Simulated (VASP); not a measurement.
# Cu (P6_3/mmc) in VASP: notebook, part 2 of 2

VASP 6.6.1. Earlier steps stand in the parts before.

## 3. Single point, PBEsol

This run uses another cell than the first one, of 11.91 Å³/atom, 1.040 times its volume.

INCAR

```
SYSTEM = Cu
PREC = Accurate
ENCUT = 700
EDIFF = 1E-6
ISMEAR = -1
SIGMA = 0.05
LREAL = .FALSE.
LASPH = .TRUE.
NELM = 120
ALGO = Normal
ISIF = 2
LWAVE = .FALSE.
LCHARG = .FALSE.
GGA = PS
NBANDS = 46
GGA_COMPAT = .FALSE.
```

KPOINTS

```
regular mesh
0
G
  12 12 4
  0 0 0
```

POSCAR

```
Cu
1.0
    2.5640673725      0.0000000000      0.0000000000
   -1.2820336863      2.2205474816      0.0000000000
    0.0000000000      0.0000000000      8.3705356409
Cu
4
Direct
    0.6666666667      0.3333333333      0.7500000000
    0.0000000000      0.0000000000      0.5000000000
    0.3333333333      0.6666666667      0.2500000000
    0.0000000000      0.0000000000      0.0000000000
```

Potentials or basis: VASP PAW PBE potentials, release 64 (Cu_sv_GW).

On the command line:

```
$ cat potpaw_PBE.64/Cu_sv_GW/POTCAR > POTCAR
$ mpirun -np 1 vasp_std > vasp.out
```

OUTCAR:

```text
SYSTEM = Cu
   PREC = Accurate
   ENCUT = 700
   EDIFF = 1E-6
   ISMEAR = -1
   LREAL = .FALSE.
   LASPH = .TRUE.
   NELM = 120
   ISIF = 2
   GGA = PS

 ion  position               nearest neighbor table
   1  0.667  0.333  0.750-   2 2.56   4 2.56   2 2.56   4 2.56   2 2.56   4 2.56
   2  0.000  0.000  0.500-   1 2.56   3 2.56   1 2.56   3 2.56   1 2.56   3 2.56
   3  0.333  0.667  0.250-   2 2.56   4 2.56   2 2.56   4 2.56   2 2.56   4 2.56
   4  0.000  0.000  0.000-   1 2.56   3 2.56   1 2.56   3 2.56   1 2.56   3 2.56

  LATTYP: Found a hexagonal cell.
 ALAT       =     2.5640673725
 C/A-ratio  =     3.2645537051
[... 1376 lines left out ...]
  --------------------------------------------------------------------------------------
  -------------------------------------------------------------------------------------
  Total       -3.4802483     -3.4802483     -3.6281164      0.0000000      0.0000000     -0.0000000
  in kB     -116.9979013   -116.9979013   -121.9688841      0.0000000      0.0000000     -0.0000000
  external PRESSURE =    -118.6548955 kB  Pullay stress =       0.0000000 kB

 VOLUME and BASIS-vectors are now :
 -----------------------------------------------------------------------------
  energy-cutoff  :      700.00
  volume of cell :       47.66
      direct lattice vectors                 reciprocal lattice vectors
     2.564067372  0.000000000  0.000000000     0.390005353  0.225169695  0.000000000
    -1.282033686  2.220547482  0.000000000     0.000000000  0.450339391  0.000000000
     0.000000000  0.000000000  8.370535641     0.000000000  0.000000000  0.119466668

 POSITION                                       TOTAL-FORCE (eV/Angst)
 -----------------------------------------------------------------------------------
      1.28203      0.74018      6.27790        -0.000000      0.000000      0.000000
      0.00000      0.00000      4.18527         0.000000      0.000000      0.000000
     -0.00000      1.48036      2.09263         0.000000     -0.000000      0.000000
      0.00000      0.00000      0.00000         0.000000      0.000000      0.000000
 -----------------------------------------------------------------------------------
    total drift:                               -0.000000      0.000000      0.000000

  FREE ENERGIE OF THE ION-ELECTRON SYSTEM (eV)
  ---------------------------------------------------
  free  energy   TOTEN  =       -17.4682219446 eV

  energy  without entropy=      -17.4549699791  energy(sigma->0) =      -17.46159596
```

OSZICAR:

```text
N       E                     dE             d eps       ncg     rms          rms(c)
DAV:   1     0.233206421483E+04    0.23321E+04   -0.49370E+04  7596   0.652E+03
DAV:   2     0.438253123114E+03   -0.18938E+04   -0.18442E+04  7072   0.167E+03
DAV:   3     0.183415354697E+02   -0.41991E+03   -0.38752E+03  9300   0.107E+03
DAV:   4    -0.178694300328E+02   -0.36211E+02   -0.34666E+02  9294   0.440E+02
DAV:   5    -0.214650927996E+02   -0.35957E+01   -0.35690E+01 10248   0.145E+02    0.178E+01
DAV:   6    -0.202708928854E+02    0.11942E+01   -0.50436E+01  8544   0.298E+02    0.122E+01
DAV:   7    -0.174693983656E+02    0.28015E+01   -0.14033E+01  8032   0.168E+02    0.314E+00
DAV:   8    -0.174843039111E+02   -0.14906E-01   -0.64101E-01  9432   0.234E+01    0.108E+00
DAV:   9    -0.174681617417E+02    0.16142E-01   -0.97222E-02  8736   0.160E+01    0.272E-01
DAV:  10    -0.174681447681E+02    0.16974E-04   -0.12890E-02  8728   0.704E+00    0.119E-01
DAV:  11    -0.174682360135E+02   -0.91245E-04   -0.20740E-03  9792   0.151E+00    0.504E-02
DAV:  12    -0.174682210451E+02    0.14968E-04   -0.20367E-04  8688   0.652E-01    0.207E-02
DAV:  13    -0.174682219307E+02   -0.88559E-06   -0.28062E-05  8700   0.148E-01    0.119E-02
DAV:  14    -0.174682219446E+02   -0.13886E-07   -0.35178E-06  4224   0.185E-01
   1 F= -.17468222E+02 E0= -.17461596E+02  d E =-.132520E-01
```

stdout:

```text
POSCAR found type information on POSCAR Cu
 POSCAR found :  1 types and       4 ions
 scaLAPACK will be used
 -----------------------------------------------------------------------------
|                                                                             |
|                                                                             |
|     You enforced a specific xc type in the INCAR file but a different       |
|     I HOPE YOU KNOW WHAT YOU ARE DOING!                                     |
|                                                                             |
 -----------------------------------------------------------------------------

 LDA part: xc-table for (Slater+PW92), standard interpolation
 POSCAR, INCAR and KPOINTS ok, starting setup
 FFT: planning ... GRIDC
 FFT: planning ... GRID_SOFT
 FFT: planning ... GRID
 WAVECAR not read
 entering main loop
```

Wall time 2.8 min (1 thread of AMD EPYC 9R45 (Zen 5), shared host); peak memory 0.27 GiB.

What came out:

| Property | Result |
| --- | --- |
| Free energy | -17.4682 eV |
| Pressure | -11.9 GPa |
| Band gap on the k mesh | zero (band 38 reaches 10.60 eV, above the bottom of band 39 at 5.56 eV) |

Stress tensor (GPa, compression positive):
```
-11.70   0.00   0.00
  0.00 -11.70   0.00
  0.00   0.00 -12.20
```

Levels at points of the mesh, in eV from the Fermi level:
```tsv
k point	band 36	band 37	band 38	band 39	band 40	band 41
(0.00, 0.00, 0.00)	-1.81	-1.81	-1.52	-1.52	-0.97	3.79
(0.50, 0.00, 0.00)	-1.37	-0.55	0.44	1.02	1.57	4.58
(0.00, 0.00, 0.50)	-2.09	-1.64	-1.64	-1.64	-1.64	6.89
(0.50, 0.00, 0.50)	-1.39	0.12	0.12	1.38	1.38	5.10
```

Caveat: the PAW data sets were made with another functional, which shifts forces and pressure a little.

## 4. Single point, PBEsol

This run uses another cell than the first one, of 11.23 Å³/atom, 0.980 times its volume.

INCAR

```
PREC = Accurate
ENCUT = 700
EDIFF = 1E-6
ISMEAR = -1
SIGMA = 0.05
LREAL = F
LASPH = T
NELM = 120
ALGO = Normal
ISIF = 2
LWAVE = F
LCHARG = F
GGA = PS
NBANDS = 46
GGA_COMPAT = F
```

KPOINTS

```
Automatic mesh
0
Gamma
  12 12 4
```

POSCAR

```
Cu
1.0
    2.5137785214      0.0000000000      0.0000000000
   -1.2568892608      2.1769960591      0.0000000000
    0.0000000000      0.0000000000      8.2063649859
Cu
4
Direct
    0.6666666667      0.3333333333      0.7500000000
    0.0000000000      0.0000000000      0.5000000000
    0.3333333333      0.6666666667      0.2500000000
    0.0000000000      0.0000000000      0.0000000000
```

On the command line:

```
$ cat potpaw_PBE.64/Cu_sv_GW/POTCAR > POTCAR
$ mpirun -np 1 vasp_std > vasp.out
```

It took 2.1 min on 1 thread of Intel Xeon 6975P-C (Granite Rapids), shared host; peak memory 0.29 GiB.

It converged, with:

| Property | Result |
| --- | --- |
| Free energy | -17.5231 eV |
| Pressure | -3.3 GPa |
| Band gap on the k mesh | zero (band 38 reaches 11.46 eV, above the bottom of band 39 at 6.24 eV) |

Stress tensor (GPa, compression positive):
```
-3.18  0.00  0.00
 0.00 -3.18  0.00
 0.00  0.00 -3.66
```

Levels at points of the mesh, in eV from the Fermi level:
| k point | band 34 | band 35 | band 36 | band 37 | band 38 | band 39 | band 40 | band 41 | band 42 | band 43 |
| --- | --- | --- | --- | --- | --- | --- | --- | --- | --- | --- |
| (0.00, 0.00, 0.00) | -2.07 | -2.07 | -1.90 | -1.90 | -1.59 | -1.59 | -1.16 | 4.08 | 12.91 | 12.91 |
| (0.50, 0.00, 0.00) | -1.45 | -1.44 | -1.42 | -0.70 | 0.34 | 1.06 | 1.63 | 4.89 | 4.91 | 8.78 |
| (0.00, 0.00, 0.50) | -2.21 | -2.21 | -2.21 | -1.72 | -1.72 | -1.72 | -1.72 | 7.23 | 7.23 | 19.41 |
| (0.50, 0.00, 0.50) | -1.53 | -1.45 | -1.45 | 0.08 | 0.08 | 1.42 | 1.42 | 5.37 | 5.37 | 7.28 |

Caveat: the PAW data sets were made with another functional, which shifts forces and pressure a little.

## 5. Single point, PBE

This run uses another cell than the first one, of 11.91 Å³/atom, 1.040 times its volume.

INCAR

```
PREC = Accurate
ENCUT = 700
EDIFF = 1E-6
ISMEAR = -1
SIGMA = 0.05
LREAL = False
LASPH = True
NELM = 120
ALGO = Normal
ISIF = 2
LWAVE = False
LCHARG = False
GGA = PE
NBANDS = 46
GGA_COMPAT = False
```

KPOINTS is that of step 4.

POSCAR

```
Cu
1.0
    2.5640673725      0.0000000000      0.0000000000
   -1.2820336863      2.2205474816      0.0000000000
    0.0000000000      0.0000000000      8.3705356409
Cu
4
Direct
    0.6666666667      0.3333333333      0.7500000000
    0.0000000000      0.0000000000      0.5000000000
    0.3333333333      0.6666666667      0.2500000000
    0.0000000000      0.0000000000      0.0000000000
```

On the command line:

```
$ cat potpaw_PBE.64/Cu_sv_GW/POTCAR > POTCAR
$ mpirun -np 1 vasp_std > vasp.out
```

Wall time 5 min (1 thread of AMD EPYC 7R43 (Zen 3), shared host); peak memory 0.27 GiB.

It converged, with:

| Property | Result |
| --- | --- |
| Free energy | -15.1523 eV |
| Pressure | -4.1 GPa |
| Band gap on the k mesh | zero (band 38 reaches 10.81 eV, above the bottom of band 39 at 5.74 eV) |

Stress tensor (GPa, compression positive):
```
-3.95  0.00  0.00
 0.00 -3.95  0.00
 0.00  0.00 -4.46
```

Levels at points of the mesh, in eV from the Fermi level:
```csv
k point,band 34,band 35,band 36,band 37,band 38,band 39,band 40,band 41,band 42,band 43
"(0.00, 0.00, 0.00)",-1.98,-1.98,-1.82,-1.82,-1.54,-1.54,-0.94,3.79,12.44,12.44
"(0.50, 0.00, 0.00)",-1.41,-1.40,-1.38,-0.54,0.47,1.02,1.58,4.59,4.62,8.51
"(0.00, 0.00, 0.50)",-2.10,-2.10,-2.10,-1.65,-1.65,-1.65,-1.65,6.91,6.91,18.79
"(0.50, 0.00, 0.50)",-1.49,-1.41,-1.41,0.12,0.12,1.40,1.40,5.11,5.11,6.93
```

## 6. The runs side by side

| level | potentials or basis | cell | k mesh | cutoff (eV) | smearing | second run | gap on the mesh (eV) | pressure (GPa) |
| --- | --- | --- | --- | --- | --- | --- | --- | --- |
| r2SCAN | VASP PAW PBE potentials, release 64 (Cu) | a = 2.531, b = 2.531, c = 8.262 Å, angles 90.0, 90.0, 120.0°, 4 atoms | 10 × 10 × 3 | 520 | methfessel-paxton 0.005 eV | - | none | 0.7 |
| PBEsol | VASP PAW PBE potentials, release 64 (Cu_sv_GW) | a = 2.564, b = 2.564, c = 8.371 Å, angles 90.0, 90.0, 120.0°, 4 atoms | 12 × 12 × 4 | 700 | fermi-dirac 0.05 eV | valence_matched | none | -11.9 |
| PBEsol | VASP PAW PBE potentials, release 64 (Cu_sv_GW) | a = 2.514, b = 2.514, c = 8.206 Å, angles 90.0, 90.0, 120.0°, 4 atoms | 12 × 12 × 4 | 700 | fermi-dirac 0.05 eV | valence_matched | none | -3.3 |
| PBE | VASP PAW PBE potentials, release 64 (Cu_sv_GW) | a = 2.564, b = 2.564, c = 8.371 Å, angles 90.0, 90.0, 120.0°, 4 atoms | 12 × 12 × 4 | 700 | fermi-dirac 0.05 eV | valence_matched | none | -4.1 |

Alike in all rows: task single point; no spin polarisation.

Caveats: the PAW data sets were made with another functional, which shifts forces and pressure a little (some runs).

Absolute energies hang on the potentials; compare differences alone.
